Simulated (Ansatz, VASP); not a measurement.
BaTiO3: VASP beside Ansatz

File INCAR:

```
SYSTEM = BaTiO3
PREC = Accurate
ENCUT = 520
EDIFF = 1E-8
ISMEAR = -1
SIGMA = 0.05
LREAL = .False.
LASPH = .True.
NELM = 100
ALGO = Normal
ISIF = 2
LWAVE = .False.
LCHARG = .False.
GGA = PE
LEFG = .True.
NBANDS = 28
```

Contents of KPOINTS:

```
regular mesh
0
Gamma
  8 8 8
  0 0 0
```

File POSCAR:

```
BaTiO3
1.0
    4.0073000000      0.0000000000      0.0000000000
    0.0000000000      4.0073000000      0.0000000000
    0.0000000000      0.0000000000      4.0073000000
Ba Ti O
1 1 3
Direct
    0.5000000000      0.5000000000      0.5000000000
    0.0000000000      0.0000000000      0.0000000000
    0.5000000000      0.0000000000      0.0000000000
    0.0000000000      0.5000000000      0.0000000000
    0.0000000000      0.0000000000      0.5000000000
```

Input for Ansatz:

```yaml
crystal:
  lattice:
    - [4.0073, 0.0, 0.0]
    - [0.0, 4.0073, 0.0]
    - [0.0, 0.0, 4.0073]
  atoms:
    - { symbol: Ba, position: [0.5, 0.5, 0.5] }
    - { symbol: Ti, position: [0.0, 0.0, 0.0] }
    - { symbol: O, position: [0.5, 0.0, 0.0] }
    - { symbol: O, position: [0.0, 0.5, 0.0] }
    - { symbol: O, position: [0.0, 0.0, 0.5] }
kpoints:
  mp_grid: { grid: [8, 8, 8] }
  band_path:
    path:
      - [0.0, 0.0, 0.0]
      - [0.0, 0.5, 0.0]
      - [0.5, 0.5, 0.0]
      - [0.0, 0.0, 0.0]
      - [0.5, 0.5, 0.5]
      - [0.0, 0.5, 0.0]
      - [0.5, 0.5, 0.5]
      - [0.5, 0.5, 0.0]
    npoints: 8
scf:
  occupations: { method: fermi_dirac, width: 0.05 }
hamiltonian:
  xc: pbe
  pseudopotentials: { kind: all_electron, datasets: crystal }
output:
  forces: true
  stress: true
  eigenvalues: true
  efg: { contact_densities: true }
```

Alike in both runs: task electric field gradients; functional PBE; k mesh 8 × 8 × 8; occupations fermi-dirac, width 0.05 eV; no spin polarisation.

```csv
,VASP,Ansatz
version,VASP 6.6.1,Ansatz 0.2.0
potentials or method,"VASP PAW PBE potentials, release 64 (Ba_sv, Ti_sv, O), cutoff 520 eV","all-electron PAW with datasets made for the crystal, scalar-relativistic"
```

```tsv
	VASP	Ansatz	Ansatz less VASP
pressure (GPa)	3.2	1.5	-1.75
size of Vzz on the site where it differs most (V/Å²)	25.2	25.1	-0.06
```

Ansatz ran all-electron here, and VASP with PAW potentials.

Spin-orbit coupling is off throughout.
